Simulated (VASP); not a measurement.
## N: single point with r2SCAN

The system is N.

```
N
1.0
    14.00000    0.00000    0.00000
     0.00000   14.40000    0.00000
     0.00000    0.00000   14.80000
N
1
Direct
  0.50000 0.50000 0.50000
```

```yaml
Program: VASP 6.6.1
Task: single point
Functional: r2SCAN
Potentials_or_basis: VASP PAW PBE potentials, release 64 (N)
Cutoff: 520 eV
k_mesh: 1 × 1 × 1
Occupations: fermi-dirac, width 0.01 eV
Spin: collinear spin, ferromagnetic start
Starting_moments: "[3.0] μB"
```

* Pressure: 0.0 GPa
* Band gap on the k mesh: 5.73 eV
* Net moment: 3.00 μB per cell
* Site moments: N +1.99 μB
* Valence electrons inside the program's atomic spheres: N 3.30

Levels at points of the mesh, in eV from the valence-band top:
Spin up:
```
           k point  band 1  band 2  band 3  band 4  band 5  band 6  band 7  band 8  band 9
(0.00, 0.00, 0.00)  -12.49    0.00    0.00    0.00    8.83    9.47    9.54    9.58    9.59
```
Spin down:
| k point | band 1 | band 2 | band 3 | band 4 | band 5 |
| --- | --- | --- | --- | --- | --- |
| (0.00, 0.00, 0.00) | -6.32 | 5.73 | 5.73 | 5.73 | 8.93 |

It took 18 min on 1 thread of Intel(R) Xeon(R) Platinum 8375C CPU @ 2.90GHz (Ice Lake), with other jobs on the host, peak memory 3.7 GiB.

Caveat: the PAW data sets were made with another functional, which shifts forces and pressure a little.
